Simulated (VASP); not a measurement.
Input of a VASP 6.6.1 run:

INCAR

```
PREC = Accurate
ENCUT = 520
EDIFF = 1E-6
ISMEAR = 1
SIGMA = 0.05
LREAL = False
LASPH = True
NELM = 80
ALGO = Normal
ISIF = 2
LWAVE = False
LCHARG = True
GGA = PE
LELF = True
LVHAR = True
NBANDS = 21
```

KPOINTS

```
regular mesh
0
Gamma
  12 12 7
```

File POSCAR:

```
Ru
1.0
    2.7058000000      0.0000000000      0.0000000000
   -1.3529000000      2.3432915400      0.0000000000
    0.0000000000      0.0000000000      4.2819000000
Ru
2
Direct
    0.3333333333      0.6666666667      0.2500000000
    0.6666666667      0.3333333333      0.7500000000
```

Potentials or basis: VASP PAW PBE potentials, release 64 (Ru_pv).

Launch:

```bash
$ cat potpaw_PBE.64/Ru_pv/POTCAR > POTCAR
$ mpirun -np 1 vasp_std > vasp.out
```

Task: Estimate the band gap on the k mesh.

Result: Zero (band 14 reaches 14.26 eV, above the bottom of band 15 at 11.30 eV).

Task: Predict the pressure.

Result: 4.3 GPa.

Stress tensor (GPa, compression positive):
```
4.13 0.00 0.00
0.00 4.13 0.00
0.00 0.00 4.58
```
